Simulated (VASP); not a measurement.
# Li33F32 (a cell with a defect) in VASP: relaxation of the atoms with PBEsol

Aim: the relaxation of the atoms of Li33F32 (a cell with a defect) with PBEsol.

Everything below comes from runs of VASP 6.6.1. Logs are shortened: lines on timing, memory, paths and dates and some standing lists are left out, and cuts for length are marked.

## (1) The cell of the first run

The cell holds a defect, 65 atoms: a = 8.015 Å, b = 8.015 Å, c = 8.015 Å, α = 90.00°, β = 90.00°, γ = 90.00°.

## (2) Relaxation of the atoms, PBEsol

File INCAR:

```
  PREC = Accurate
  ENCUT = 650
  EDIFF = 1E-7
  ISMEAR = -1
  SIGMA = 0.05
  LREAL = Auto
  LASPH = T
  NELM = 120
  ALGO = Normal
  ISIF = 2
  LWAVE = F
  LCHARG = F
  GGA = PS
  IBRION = 2
  NSW = 100
  EDIFFG = -0.03
  NELECT = 322.0
  ISYM = 0
  GGA_COMPAT = F
  NELMIN = 4
  NCORE = 4
```

File KPOINTS:

```
Automatic mesh
0
Gamma
  1 1 1
  0.25 0.25 0.25
```

File POSCAR:

```
Li33F32
1.0
    8.0151850000      0.0000000000      0.0000000000
    0.0000000000      8.0151850000      0.0000000000
    0.0000000000      0.0000000000      8.0151850000
F Li
32 33
Direct
    0.2488840000      0.9989660000      0.9986360000
    0.2496550000      0.0028940000      0.5013360000
    0.2478670000      0.4970770000      0.0015900000
    0.1592200000      0.4110650000      0.5000330000
    0.7492640000      0.9997060000      0.9989960000
    0.7475460000      0.0005710000      0.4994600000
    0.7490500000      0.4984050000      0.9944080000
    0.7477080000      0.4975840000      0.4961320000
    0.9990490000      0.2497500000      0.0032330000
    0.0012090000      0.2483510000      0.4952070000
    0.9977000000      0.7480840000      0.0017490000
    0.0026940000      0.7467310000      0.5016290000
    0.4967160000      0.2545970000      0.0019490000
    0.4965880000      0.2470920000      0.4972150000
    0.4980750000      0.7508360000      0.0005860000
    0.4979330000      0.7508220000      0.4988700000
    0.9985220000      0.0020230000      0.2471600000
    0.9976780000      0.9998010000      0.7534820000
    0.9991840000      0.5004130000      0.2501360000
    0.9996910000      0.5031070000      0.7517560000
    0.4993720000      0.0003050000      0.2482150000
    0.4960520000      0.0033770000      0.7550220000
    0.5016700000      0.4972510000      0.2507010000
    0.4997930000      0.5034690000      0.7482690000
    0.2487980000      0.2469960000      0.2521360000
    0.2557480000      0.2497650000      0.7487100000
    0.2492200000      0.7524830000      0.2507800000
    0.2504000000      0.7478750000      0.7511920000
    0.7558810000      0.2488880000      0.2499930000
    0.7526290000      0.2492510000      0.7483530000
    0.7543270000      0.7483060000      0.2508860000
    0.7489960000      0.7517480000      0.7516850000
    0.0006660000      0.9986610000      0.9994780000
    0.9992900000      0.9956650000      0.5005160000
    0.0009730000      0.5014990000      0.9994910000
    0.0006270000      0.4962530000      0.4935430000
    0.5017000000      0.0024360000      0.9983200000
    0.5039910000      0.9996140000      0.5014900000
    0.4976030000      0.5006300000      0.0016110000
    0.5011600000      0.5000620000      0.5033360000
    0.2485730000      0.2504570000      0.9952130000
    0.2570660000      0.2499320000      0.5045980000
    0.2496440000      0.7445540000      0.0007660000
    0.2536030000      0.7495140000      0.5015460000
    0.7512780000      0.2498010000      0.9983310000
    0.7489710000      0.2498440000      0.4998500000
    0.7517950000      0.7482710000      0.9976360000
    0.7522360000      0.7517250000      0.4976540000
    0.2508060000      0.0044480000      0.2489120000
    0.2473710000      0.0003450000      0.7536570000
    0.2520750000      0.4991630000      0.2494620000
    0.2476900000      0.5002980000      0.7513950000
    0.7511090000      0.0078990000      0.2497170000
    0.7470850000      0.9983540000      0.7491230000
    0.7492450000      0.5000660000      0.2502540000
    0.7514110000      0.5016330000      0.7490840000
    0.0010480000      0.2457370000      0.2504760000
    0.0011190000      0.2549630000      0.7473650000
    0.9980970000      0.7471080000      0.2505840000
    0.9954270000      0.7485560000      0.7476810000
    0.4975840000      0.2472450000      0.2471590000
    0.4983440000      0.2513340000      0.7469760000
    0.5006290000      0.7493980000      0.2508560000
    0.4963990000      0.7494120000      0.7485030000
    0.3411220000      0.5885170000      0.5004100000
```

Potentials or basis: VASP PAW PBE potentials, release 64 (F, Li_sv).

On the command line:

```sh
$ cat potpaw_PBE.64/F/POTCAR potpaw_PBE.64/Li_sv/POTCAR > POTCAR
$ mpirun -np 4 vasp_std > vasp.out
```

OUTCAR:

```text
PREC = Accurate
   ENCUT = 650
   EDIFF = 1E-7
   ISMEAR = -1
   LREAL = Auto
   LASPH = T
   NELM = 120
   ISIF = 2
   GGA = PS
   IBRION = 2
   NSW = 100
   EDIFFG = -0.03
   NELECT = 322.0
   ISYM = 0
   NELMIN = 4

 ion  position               nearest neighbor table
   1  0.249  0.999  0.999-  50 1.96  33 1.99  49 2.01  41 2.02  37 2.03  43 2.04
   2  0.250  0.003  0.501-  42 1.98  34 2.01  50 2.02  49 2.02  44 2.03  38 2.04
   3  0.248  0.497  0.002-  41 1.98  35 1.98  43 1.98  51 1.99  39 2.00  52 2.01
   4  0.159  0.411  0.500-  36 1.44  42 1.51  10 1.82  65 2.04  52 2.25
   5  0.749  1.000  0.999-  37 1.98  54 2.00  45 2.00  53 2.01  33 2.02  47 2.02
   6  0.748  0.001  0.499-  38 1.95  48 1.99  46 2.00  54 2.00  53 2.00  34 2.02
   7  0.749  0.498  0.994-  56 1.97  45 1.99  47 2.00  39 2.02  35 2.02  55 2.05
   8  0.748  0.498  0.496-  55 1.97  40 1.98  46 1.99  36 2.03  56 2.03  48 2.04
   9  0.999  0.250  0.003-  57 1.98  45 1.99  41 2.00  33 2.01  35 2.02  58 2.05
  10  0.001  0.248  0.495-   4 1.82  57 1.96  36 1.99  58 2.02  46 2.02  34 2.03  42 2.05
  11  0.998  0.748  0.002-  47 1.97  35 1.98  59 1.99  33 2.01  43 2.02  60 2.04
  12  0.003  0.747  0.502-  60 1.97  34 2.00  48 2.01  36 2.01  44 2.01  59 2.01
  13  0.497  0.255  0.002-  61 1.97  39 1.97  41 1.99  37 2.02  45 2.04  62 2.04
  14  0.497  0.247  0.497-  42 1.92  38 1.98  62 2.00  61 2.00  46 2.02  40 2.03
  15  0.498  0.751  0.001-  43 1.99  39 2.01  63 2.01  37 2.02  64 2.02  47 2.03
  16  0.498  0.751  0.499-  65 1.81  44 1.96  63 1.99  38 1.99  64 2.00  40 2.01  48 2.04
  17  0.999  0.002  0.247-  57 1.95  53 1.98  33 1.99  49 2.02  34 2.03  59 2.04
  18  0.998  1.000  0.753-  33 1.97  50 2.00  54 2.01  60 2.01  34 2.03  58 2.05
  19  0.999  0.500  0.250-  36 1.95  59 1.98  55 2.00  35 2.01  51 2.03  57 2.04
  20  1.000  0.503  0.752-  60 1.97  35 1.99  52 1.99  58 1.99  56 1.99  36 2.07
  21  0.499  0.000  0.248-  61 1.98  49 1.99  37 2.00  63 2.01  53 2.02  38 2.03
[... 30 lines left out ...]
  52  0.248  0.500  0.751-  28 1.98  20 1.99   3 2.01  26 2.01  24 2.02   4 2.25  65 2.26
  53  0.751  0.008  0.250-  29 1.93  17 1.98   6 2.00   5 2.01  21 2.02  31 2.08
  54  0.747  0.998  0.749-  32 1.98   6 2.00   5 2.00  18 2.01  30 2.01  22 2.01
  55  0.749  0.500  0.250-   8 1.97  23 1.98  31 1.99  19 2.00  29 2.01   7 2.05
  56  0.751  0.502  0.749-   7 1.97  20 1.99  32 2.00  24 2.02  30 2.02   8 2.03
  57  0.001  0.246  0.250-  17 1.95  10 1.96  29 1.97   9 1.98  25 1.99  19 2.04
  58  0.001  0.255  0.747-  20 1.99  30 1.99  10 2.02  26 2.04  18 2.05   9 2.05
  59  0.998  0.747  0.251-  31 1.95  19 1.98  11 1.99  12 2.01  27 2.01  17 2.04
  60  0.995  0.749  0.748-  20 1.97  12 1.97  32 1.98  18 2.01  11 2.04  28 2.04
  61  0.498  0.247  0.247-  13 1.97  21 1.98  25 1.99  14 2.00  23 2.00  29 2.07
  62  0.498  0.251  0.747-  26 1.94  22 1.99  14 2.00  24 2.02  30 2.04  13 2.04
  63  0.501  0.749  0.251-  16 1.99  15 2.01  21 2.01  27 2.02  23 2.02  31 2.03
  64  0.496  0.749  0.749-  24 1.97  28 1.97  16 2.00  15 2.02  32 2.02  22 2.04
  65  0.341  0.589  0.500-  40 1.47  44 1.47  16 1.81   4 2.04  51 2.25  52 2.26

IMPORTANT INFORMATION: All symmetrisations will be switched off!
NOSYMM: (Re-)initialisation of all symmetry stuff for point group C_1.

[... 233 lines left out ...]
  volume of cell :      514.92
 maximum number of plane-waves:     19339
 NGX is ok and might be reduce to    70
   NGX = 33   NGY = 33   NGZ = 33

--------------------------------------- Ionic step        1  -------------------------------------------

 number of electron     322.0000037 magnetization

 Free energy of the ion-electron system (eV)
  ---------------------------------------------------
  ext. energy  EPLUGINS =         0.00000000
  ---------------------------------------------------
  free energy    TOTEN  =      -312.29793076 eV

  energy without entropy =     -312.29793076  energy(sigma->0) =     -312.29793076

------------------------ aborting loop because EDIFF is reached ----------------------------------------

  FORCE on cell =-STRESS in cart. coord.  units (eV):
  Direction    XX          YY          ZZ          XY          YZ          ZX
  --------------------------------------------------------------------------------------
  -------------------------------------------------------------------------------------
  Total        8.0786048      6.6912516     -6.9139152     -6.0144914     -0.0497994      0.5787554
  in kB       25.1365859     20.8198353    -21.5126533    -18.7140954     -0.1549510      1.8007978
  external PRESSURE =       8.1479227 kB  Pullay stress =       0.0000000 kB
[... 278 lines left out ...]
  FREE ENERGIE OF THE ION-ELECTRON SYSTEM (eV)
  ---------------------------------------------------
  free  energy   TOTEN  =      -318.3635266164 eV

  energy  without entropy=     -318.3635266163  energy(sigma->0) =     -318.36352662

[... ionic steps 4 to 44 ...]

--------------------------------------- Ionic step       45  -------------------------------------------

 number of electron     321.9999989 magnetization

------------------------ aborting loop because EDIFF is reached ----------------------------------------
[... 193 lines left out ...]
--------------------------------------- Ionic step       47  -------------------------------------------

 number of electron     321.9999988 magnetization

 Free energy of the ion-electron system (eV)
  ---------------------------------------------------
  ext. energy  EPLUGINS =         0.00000000
  ---------------------------------------------------
  free energy    TOTEN  =      -320.72494975 eV

  energy without entropy =     -320.72494975  energy(sigma->0) =     -320.72494975

 E-fermi :   0.3868     XC(G=0): -10.2950

 val. band max:       -0.9589342472   @ k =  -0.2500  -0.2500   0.2500
 cond. band min:       8.4767032823   @ k =   0.2500   0.2500   0.2500
 fundamental gap:      9.4356375295
 Fermi energy:         0.3867911541

 k-point     1 :       0.2500    0.2500    0.2500
  band No.  band energies     occupation
      1     -41.6724      2.00000
      2     -41.4429      2.00000
      3     -41.4376      2.00000
      4     -41.4306      2.00000
      5     -41.3838      2.00000
      6     -40.9613      2.00000
[... 693 lines left out ...]
    172      10.4008      0.00000
    173      11.0641      0.00000
 [bands above 173 left out]

------------------------ aborting loop because EDIFF is reached ----------------------------------------

  FORCE on cell =-STRESS in cart. coord.  units (eV):
  Direction    XX          YY          ZZ          XY          YZ          ZX
  --------------------------------------------------------------------------------------
  -------------------------------------------------------------------------------------
  Total       -2.6120680     -2.6468641     -2.3130136     -0.0094056     -0.0014809      0.0063665
  in kB       -8.1274519     -8.2357200     -7.1969440     -0.0292655     -0.0046077      0.0198095
  external PRESSURE =      -7.8533720 kB  Pullay stress =       0.0000000 kB
[... 80 lines left out ...]
  FREE ENERGIE OF THE ION-ELECTRON SYSTEM (eV)
  ---------------------------------------------------
  free  energy   TOTEN  =      -320.7249497539 eV

  energy  without entropy=     -320.7249497539  energy(sigma->0) =     -320.72494975

 reached required accuracy - stopping structural energy minimisation
```

It took 2.6 h on 4 MPI ranks of Intel Xeon Platinum 8488C (Sapphire Rapids), shared host; peak memory 0.32 GiB.

What came out:

```yaml
Free_energy: -320.7249 eV
Energy_gained_by_relaxing: 129.6 meV/atom
Ionic_steps: 47
Largest_force_after_relaxing: 0.022 eV/Å
```

Forces on the atoms (eV/Å):
```
F    0.003 -0.001 -0.003
F    0.000  0.006  0.007
F    0.009  0.006  0.010
F   -0.002 -0.004 -0.001
F   -0.003 -0.003 -0.005
F    0.001  0.000  0.000
F   -0.003 -0.001  0.000
F    0.002  0.002  0.005
F   -0.002 -0.004 -0.006
F    0.002  0.004 -0.001
F    0.000 -0.005  0.004
F   -0.004  0.002  0.001
F   -0.002  0.002  0.003
F    0.001 -0.003  0.003
F    0.003  0.001  0.013
F   -0.001  0.000 -0.003
F    0.002 -0.002 -0.004
F    0.008 -0.004  0.001
F   -0.004 -0.007 -0.008
F   -0.001 -0.007  0.002
F    0.003  0.002  0.002
F    0.003 -0.005  0.002
F    0.001 -0.006  0.009
F   -0.006  0.003 -0.003
F   -0.005 -0.006 -0.007
F   -0.008  0.002  0.004
F   -0.005  0.003  0.014
F    0.002 -0.004 -0.003
F   -0.001  0.005 -0.006
F   -0.002  0.009  0.001
F    0.003  0.000  0.007
F   -0.003  0.002  0.004
Li   0.004 -0.002 -0.002
Li   0.002  0.004  0.001
Li  -0.002 -0.005 -0.004
Li  -0.005 -0.007 -0.001
Li   0.006 -0.009  0.007
Li   0.006  0.011 -0.005
Li  -0.004  0.009 -0.009
Li  -0.002  0.003  0.000
Li  -0.005 -0.005 -0.006
Li  -0.006 -0.006 -0.002
Li   0.010 -0.002 -0.006
Li   0.009  0.002 -0.002
Li  -0.001  0.002 -0.002
Li   0.006  0.001  0.000
Li  -0.008  0.006  0.005
Li   0.005  0.005 -0.007
Li   0.000 -0.003 -0.005
Li   0.004  0.008  0.004
Li  -0.009 -0.011  0.003
Li  -0.001  0.001 -0.009
Li  -0.002  0.000 -0.005
Li   0.006  0.007  0.004
Li  -0.004  0.002 -0.005
Li   0.006  0.006  0.003
Li  -0.002 -0.003 -0.003
Li   0.000 -0.003  0.002
Li   0.012 -0.005  0.001
Li   0.000 -0.012 -0.001
Li  -0.004  0.004 -0.002
Li  -0.008  0.002 -0.002
Li   0.005  0.010  0.019
Li   0.009  0.009 -0.012
Li  -0.015 -0.009 -0.001
```

The path:
```csv
step,energy change (eV),largest force (eV/Å),pressure (GPa)
1,0.0000,11.5104,0.81
3,-6.0656,2.4179,-0.52
5,-6.8288,0.9624,-0.46
7,-7.2297,0.7828,-0.36
9,-7.5289,0.5139,-0.38
11,-7.6921,0.3885,-0.39
13,-7.7776,0.2902,-0.33
15,-7.8292,0.2286,-0.34
17,-7.8499,0.1712,-0.37
19,-7.8631,0.1445,-0.37
21,-7.8722,0.2111,-0.38
23,-7.8805,0.3597,-0.40
25,-7.9119,0.4803,-0.41
27,-7.9157,0.5191,-0.41
29,-7.9368,0.5262,-0.39
31,-7.9763,0.5652,-0.35
33,-8.0720,0.5473,-0.29
35,-8.2029,0.2464,-0.47
37,-8.2692,0.2201,-0.58
39,-8.3570,0.1781,-0.67
41,-8.4038,0.1616,-0.72
43,-8.4205,0.0845,-0.77
45,-8.4254,0.0423,-0.78
47,-8.4270,0.0217,-0.79
```

Final structure:
```
F Li
1.0
     8.01519    0.00000    0.00000
     0.00000    8.01519    0.00000
     0.00000    0.00000    8.01519
F Li
32 33
Direct
  0.24827 0.99788 0.00222
  0.24653 0.00067 0.50270
  0.24644 0.49659 0.99798
  0.24863 0.49866 0.50217
  0.74750 0.99773 0.00207
  0.74738 0.99742 0.50111
  0.74786 0.49833 0.00205
  0.75099 0.49646 0.50275
  0.99829 0.24838 0.00223
  0.99852 0.24833 0.50133
  0.99820 0.74762 0.00206
  0.99445 0.74910 0.50279
  0.49756 0.24817 0.00203
  0.49920 0.24440 0.50261
  0.49895 0.74906 0.99707
  0.49854 0.74814 0.50301
  0.99831 0.99770 0.25262
  0.99783 0.99792 0.75152
  0.99520 0.49719 0.25084
  0.99835 0.49869 0.75125
  0.49886 0.00091 0.25025
  0.49715 0.99768 0.75119
  0.49811 0.49809 0.25069
  0.49947 0.49625 0.75531
  0.24707 0.24539 0.25086
  0.24877 0.24819 0.75115
  0.24866 0.74757 0.25088
  0.24626 0.74943 0.75514
  0.74774 0.24817 0.25252
  0.74779 0.24782 0.75144
  0.75074 0.74896 0.25005
  0.74774 0.74718 0.75124
  0.99699 0.99875 0.00166
  0.99270 0.00317 0.50237
  0.99310 0.49752 0.99663
  0.99586 0.49685 0.50322
  0.49817 0.00361 0.99595
  0.49878 0.99940 0.50330
  0.49966 0.49595 0.99939
  0.52605 0.46903 0.53062
  0.24745 0.24309 0.99670
  0.24701 0.24596 0.50312
  0.24611 0.74965 0.99934
  0.21921 0.77547 0.53021
  0.74884 0.24740 0.00149
  0.75297 0.24243 0.50235
  0.75320 0.74821 0.99591
  0.74980 0.74897 0.50329
  0.24678 0.00054 0.25067
  0.24694 0.00301 0.75668
  0.22069 0.47097 0.22323
  0.24667 0.49645 0.75432
  0.75275 0.00300 0.25140
  0.74814 0.99793 0.75189
  0.75055 0.49649 0.25056
  0.75310 0.49688 0.75673
  0.99328 0.24333 0.25134
  0.99746 0.24769 0.75204
  0.99509 0.74957 0.25042
  0.99268 0.74922 0.75696
  0.49953 0.24549 0.25042
  0.49898 0.24238 0.75690
  0.52575 0.77610 0.22113
  0.49877 0.74884 0.75414
  0.37445 0.62359 0.37698
```

Levels at points of the mesh, in eV from the Fermi level:
| k point | band 159 | band 160 | band 161 | band 162 | band 163 | band 164 |
| --- | --- | --- | --- | --- | --- | --- |
| (0.25, 0.25, 0.25) | -1.39 | -1.35 | -1.35 | 8.09 | 8.94 | 9.21 |

Caveat: the cell carries a net charge on a neutralising background, which shifts energy and pressure; the cell is charged against a uniform background, so pressure and absolute levels hang on convention; the PAW data sets were made with another functional, which shifts forces and pressure a little.
